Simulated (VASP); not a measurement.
# CoSi2 (Fm-3m) in VASP: a series of runs

The runs below take CoSi2 through single point, with PBEsol, RPBE.

Everything below comes from runs of VASP 6.6.1. Logs are shortened: lines on timing, memory, paths and dates and some standing lists are left out, and cuts for length are marked.

**1. The cell of the first run**

It takes space group Fm-3m (No. 225, cubic). The conventional cell has a = 5.365 Å, b = 5.365 Å, c = 5.365 Å, α = 90.00°, β = 90.00°, γ = 90.00°. Co (site symmetry m-3m) has 8 Si at 2.32 Å within 3.1 Å. Si (site symmetry -43m) has 4 Co at 2.32 Å and 6 Si at 2.68 Å within 3.1 Å.

**2. Single point, PBEsol**

Contents of INCAR:

```
PREC     = Accurate       # precision mode
ENCUT    = 520            # plane-wave cutoff, eV
EDIFF    = 1E-6           # SCF threshold, eV
ISMEAR   = 0              # smearing method
SIGMA    = 0.1            # smearing width, eV
LREAL    = False          # projectors in reciprocal space
LASPH    = True           # aspherical terms in the spheres
NELM     = 60             # most SCF steps
ALGO     = Normal         # electronic algorithm
ISIF     = 2              # what is computed and relaxed
LWAVE    = False          # write WAVECAR
LCHARG   = True           # write CHGCAR
GGA      = PS             # functional
LELF     = True           # ELF
LVHAR    = True         
NBANDS   = 16             # bands
```

Contents of KPOINTS:

```
regular mesh
0
Gamma
  6 6 6
```

Contents of POSCAR:

```
CoSi2
1.0
    0.0000000000      2.6825000000      2.6825000000
    2.6825000000      0.0000000000      2.6825000000
    2.6825000000      2.6825000000      0.0000000000
Co Si
1 2
Direct
    0.0000000000      0.0000000000      0.0000000000
    0.2500000000      0.2500000000      0.2500000000
    0.7500000000      0.7500000000      0.7500000000
```

Potentials or basis: VASP PAW PBE potentials, release 64 (Co, Si).

On the command line:

```sh
> cat potpaw_PBE.64/Co/POTCAR potpaw_PBE.64/Si/POTCAR > POTCAR
> mpirun -np 1 vasp_std > vasp.out
```

OUTCAR:

```text
PREC = Accurate
   ENCUT = 520
   EDIFF = 1E-6
   ISMEAR = 0
   LREAL = False
   LASPH = True
   NELM = 60
   ISIF = 2
   GGA = PS

 ion  position               nearest neighbor table
   1  0.000  0.000  0.000-   3 2.32   3 2.32   3 2.32   2 2.32   3 2.32   2 2.32   2 2.32   2 2.32

   2  0.250  0.250  0.250-   1 2.32   1 2.32   1 2.32   1 2.32   3 2.68   3 2.68   3 2.68   3 2.68
                             3 2.68   3 2.68
   3  0.750  0.750  0.750-   1 2.32   1 2.32   1 2.32   1 2.32   2 2.68   2 2.68   2 2.68   2 2.68
                             2 2.68   2 2.68

  LATTYP: Found a face centered cubic cell.
 ALAT       =     5.3650000000

  Lattice vectors:

 A1 = (   0.0000000000,   2.6825000000,   2.6825000000)
 A2 = (   2.6825000000,   0.0000000000,   2.6825000000)
 A3 = (   2.6825000000,   2.6825000000,   0.0000000000)

Analysis of symmetry for initial positions (statically):
=====================================================================
 Subroutine PRICEL returns:
 Original cell was already a primitive cell.

 Routine SETGRP: Setting up the symmetry group for a
 face centered cubic supercell.

 Subroutine GETGRP returns: Found 48 space group operations
 (whereof 48 operations were pure point group operations)
 out of a pool of 48 trial point group operations.

The static configuration has the point symmetry O_h .

Analysis of symmetry for dynamics (positions and initial velocities):
=====================================================================
 Subroutine PRICEL returns:
 Original cell was already a primitive cell.

 Routine SETGRP: Setting up the symmetry group for a
 face centered cubic supercell.

 Subroutine GETGRP returns: Found 48 space group operations
 (whereof 48 operations were pure point group operations)
 out of a pool of 48 trial point group operations.

The dynamic configuration has the point symmetry O_h .

 Subroutine INISYM returns: Found 48 space group operations
 (whereof 48 operations are pure point group operations),
 and found     1 'primitive' translations

----------------------------------------------------------------------------------------

                                     Primitive cell

  volume of cell :      38.6055

  direct lattice vectors                    reciprocal lattice vectors
     0.000000000  2.682500000  2.682500000    -0.186393290  0.186393290  0.186393290
     2.682500000  0.000000000  2.682500000     0.186393290 -0.186393290  0.186393290
[... 79 lines left out ...]
   LREAL  =      F    real-space projection
   EDIFFG = 0.1E-04   stopping-criterion for IOM
   NSW    =      0    number of steps for IOM
   IBRION =     -1    ionic relax: 0-MD 1-quasi-New 2-CG
   NFREE  =      0    steps in history (QN), initial steepest desc. (CG)
   ISIF   =      2    stress and relaxation
   ISYM   =      2    0-nonsym 1-usesym 2-fastsym
   POTIM  = 0.5000    time-step for ionic-motion
   TEBEG  =    0.0;   TEEND  =   0.0 temperature during run
   PSTRESS=    0.0 pullay stress
   NELECT =      17.0000    total number of electrons
   NUPDOWN=      -1.0000    fix difference up-down
   EMIN   =  10.00;   EMAX   =-10.00  energy-range for DOS
   EFERMI =   0.00;   METHOD = LEGACY
   ISMEAR =     0;   SIGMA  =   0.10  broadening in eV -4-tet -1-fermi 0-gaus
   EFERMI_NEDOS =   21; number of points for ismear=-14 and -15
   IALGO  =     38    algorithm
   IMIX   =      4    mixing-type and parameters
     AMIX     =   0.40;   BMIX     =  1.00
     AMIX_MAG =   1.60;   BMIX_MAG =  1.00
  volume/ion in A,a.u.               =      12.87        86.84
  Fermi-wavevector in a.u.,A,eV,Ry     =   1.245493  2.353641 21.106087  1.551254
  Thomas-Fermi vector in A             =   2.379713
   LORBIT       =      0    0 simple, 1 ext, 2 COOP (PROOUT), +10 PAW based schemes
   GGA     = PS    functional components
   LHFCALC =     F    Hartree Fock is set to
   AEXX    =    0.0000 exact exchange contribution
   IVDW    =     0    specifies the selected vdW correction
   LEPSILON=     F    determine dielectric tensor
   LRPA    =     F    only Hartree local field effects (RPA)
 non-spin polarized calculation
 Gauss-broadening in eV      SIGMA  =   0.10
  energy-cutoff  :      520.00
  volume of cell :       38.61
 maximum number of plane-waves:      1056
   NGX = 15   NGY = 15   NGZ = 15

 number of electron      16.9999994 magnetization

 Free energy of the ion-electron system (eV)
  ---------------------------------------------------
  ext. energy  EPLUGINS =         0.00000000
  ---------------------------------------------------
  free energy    TOTEN  =       -20.95867805 eV

  energy without entropy =      -20.94971935  energy(sigma->0) =      -20.95419870

 E-fermi :  10.0643     XC(G=0): -11.8327

 val. band max:        9.6912510333   @ k =  -0.1667   0.1667   0.0000
 cond. band min:      10.0821876959   @ k =  -0.3333   0.1667   0.0000
 fundamental gap:      0.3909366626
 Fermi energy:        10.0642705617

 k-point     1 :       0.0000    0.0000    0.0000
  band No.  band energies     occupation
      1      -3.1516      2.00000
      2       5.8734      2.00000
      3       5.8734      2.00000
      4       5.8734      2.00000
      5       8.0463      2.00000
      6       8.0463      2.00000
[... 281 lines left out ...]
      3       3.2806      2.00000
      4       4.7796      2.00000
      5       7.2097      2.00000
      6       7.8639      2.00000
[... 8 lines left out ...]
     15      20.7054      0.00000
     16      21.7508      0.00000

------------------------ aborting loop because EDIFF is reached ----------------------------------------

  FORCE on cell =-STRESS in cart. coord.  units (eV):
  Direction    XX          YY          ZZ          XY          YZ          ZX
  --------------------------------------------------------------------------------------
  -------------------------------------------------------------------------------------
  Total       -1.2774596     -1.2774596     -1.2774596     -0.0000000     -0.0000000      0.0000000
  in kB      -53.0161972    -53.0161972    -53.0161972     -0.0000000     -0.0000000      0.0000000
  external PRESSURE =     -53.0161972 kB  Pullay stress =       0.0000000 kB

 VOLUME and BASIS-vectors are now :
 -----------------------------------------------------------------------------
  energy-cutoff  :      520.00
  volume of cell :       38.61
      direct lattice vectors                 reciprocal lattice vectors
     0.000000000  2.682500000  2.682500000    -0.186393290  0.186393290  0.186393290
     2.682500000  0.000000000  2.682500000     0.186393290 -0.186393290  0.186393290
     2.682500000  2.682500000  0.000000000     0.186393290  0.186393290 -0.186393290

 POSITION                                       TOTAL-FORCE (eV/Angst)
 -----------------------------------------------------------------------------------
      0.00000      0.00000      0.00000        -0.000000     -0.000000      0.000000
      1.34125      1.34125      1.34125         0.000000     -0.000000      0.000000
      4.02375      4.02375      4.02375        -0.000000      0.000000     -0.000000
 -----------------------------------------------------------------------------------
    total drift:                               -0.000000     -0.000000      0.000000

  FREE ENERGIE OF THE ION-ELECTRON SYSTEM (eV)
  ---------------------------------------------------
  free  energy   TOTEN  =       -20.9586780501 eV

  energy  without entropy=      -20.9497193505  energy(sigma->0) =      -20.95419870
```

OSZICAR:

```text
N       E                     dE             d eps       ncg     rms          rms(c)
DAV:   1     0.596974306476E+02    0.59697E+02   -0.68272E+03   512   0.101E+03
DAV:   2    -0.192129958776E+02   -0.78910E+02   -0.70429E+02   552   0.203E+02
DAV:   3    -0.225206210815E+02   -0.33076E+01   -0.32411E+01   664   0.462E+01
DAV:   4    -0.225774951414E+02   -0.56874E-01   -0.56799E-01   600   0.573E+00
DAV:   5    -0.225792848109E+02   -0.17897E-02   -0.17894E-02   704   0.109E+00    0.150E+01
DAV:   6    -0.266615135983E+02   -0.40822E+01   -0.27349E+01   544   0.108E+02    0.187E+01
DAV:   7    -0.210034775514E+02    0.56580E+01   -0.11647E+01   632   0.835E+01    0.320E+00
DAV:   8    -0.209972374544E+02    0.62401E-02   -0.83539E-01   632   0.635E+00    0.196E+00
DAV:   9    -0.209591980255E+02    0.38039E-01   -0.97744E-02   568   0.555E+00    0.490E-01
DAV:  10    -0.209588229874E+02    0.37504E-03   -0.60999E-03   712   0.123E+00    0.135E-01
DAV:  11    -0.209586671490E+02    0.15584E-03   -0.74193E-04   704   0.476E-01    0.409E-02
DAV:  12    -0.209586808965E+02   -0.13748E-04   -0.43791E-05   568   0.478E-02    0.168E-02
DAV:  13    -0.209586779725E+02    0.29240E-05   -0.47979E-06   688   0.368E-02    0.612E-03
DAV:  14    -0.209586780501E+02   -0.77634E-07   -0.62700E-07   304   0.858E-03
   1 F= -.20958678E+02 E0= -.20954199E+02  d E =-.895870E-02
```

stdout:

```text
POSCAR found type information on POSCAR CoSi
 POSCAR found :  2 types and       3 ions
 scaLAPACK will be used
 -----------------------------------------------------------------------------
|                                                                             |
|                                                                             |
|     You enforced a specific xc type in the INCAR file but a different       |
|     I HOPE YOU KNOW WHAT YOU ARE DOING!                                     |
|                                                                             |
 -----------------------------------------------------------------------------

 LDA part: xc-table for (Slater+PW92), standard interpolation
 POSCAR, INCAR and KPOINTS ok, starting setup
 FFT: planning ... GRIDC
 FFT: planning ... GRID_SOFT
 FFT: planning ... GRID
 WAVECAR not read
 entering main loop
```

Run time: 17 s. Hardware: 1 thread of AMD EPYC 7R13, shared host; peak memory 0.13 GiB.

Results:

```yaml
Free_energy: -20.9587 eV
Pressure: -5.3 GPa
```

Levels at points of the mesh, in eV from the Fermi level:
| k point | band 7 | band 8 | band 9 | band 10 | band 11 | band 12 |
| --- | --- | --- | --- | --- | --- | --- |
| (0.00, 0.00, 0.00) | 0.60 | 3.28 | 3.28 | 3.28 | 3.29 | 3.29 |
| (0.50, 0.00, 0.00) | -1.75 | -0.60 | -0.60 | 2.50 | 3.28 | 3.28 |
| (0.50, 0.50, 0.00) | -2.09 | -2.04 | -1.45 | 1.43 | 2.74 | 8.45 |

Caveat: the PAW data sets were made with another functional, which shifts forces and pressure a little. Spin polarisation is off, so any magnetic state and its effect on volume and gap are missing.

**3. Single point, RPBE**

Contents of INCAR:

```
PREC = Accurate
ENCUT = 520
EDIFF = 1E-6
ISMEAR = 0
SIGMA = 0.22
LREAL = False
LASPH = True
NELM = 100
ALGO = Normal
ISIF = 2
LWAVE = False
LCHARG = False
GGA = RP
NBANDS = 16
ISYM = 0
```

Contents of KPOINTS:

```
Automatic mesh
0
Gamma
  3 4 4
```

POSCAR is that of step 2.

Potentials or basis: VASP PAW PBE potentials, release 64 (Co, Si).

On the command line:

```sh
> cat potpaw_PBE.64/Co/POTCAR potpaw_PBE.64/Si/POTCAR > POTCAR
> mpirun -np 1 vasp_std > vasp.out
```

Wall time 26 s (1 thread of AMD EPYC 7R13, shared host); peak memory 0.13 GiB.

The run converged. Its results:

```yaml
Free_energy: -18.1101 eV
Pressure: 1.7 GPa
```

Levels at points of the mesh, in eV from the Fermi level:
| k point | band 6 | band 7 | band 8 | band 9 | band 10 | band 11 | band 12 | band 13 |
| --- | --- | --- | --- | --- | --- | --- | --- | --- |
| (0.00, 0.00, 0.00) | -1.84 | 0.83 | 3.41 | 3.42 | 3.43 | 3.44 | 3.46 | 3.46 |
| (0.00, 0.50, 0.00) | -1.59 | -1.55 | -0.46 | -0.44 | 2.75 | 3.41 | 3.41 | 4.40 |
| (0.00, 0.00, 0.50) | -1.59 | -1.55 | -0.46 | -0.44 | 2.75 | 3.41 | 3.41 | 4.40 |
| (0.00, 0.50, 0.50) | -1.91 | -1.87 | -1.85 | -1.30 | 1.59 | 2.97 | 8.50 | 9.61 |

Caveat: the k points lie up to 0.68 Å⁻¹ apart; the PAW data sets were made with another functional, which shifts forces and pressure a little. Spin polarisation is off, so any magnetic state and its effect on volume and gap are missing.
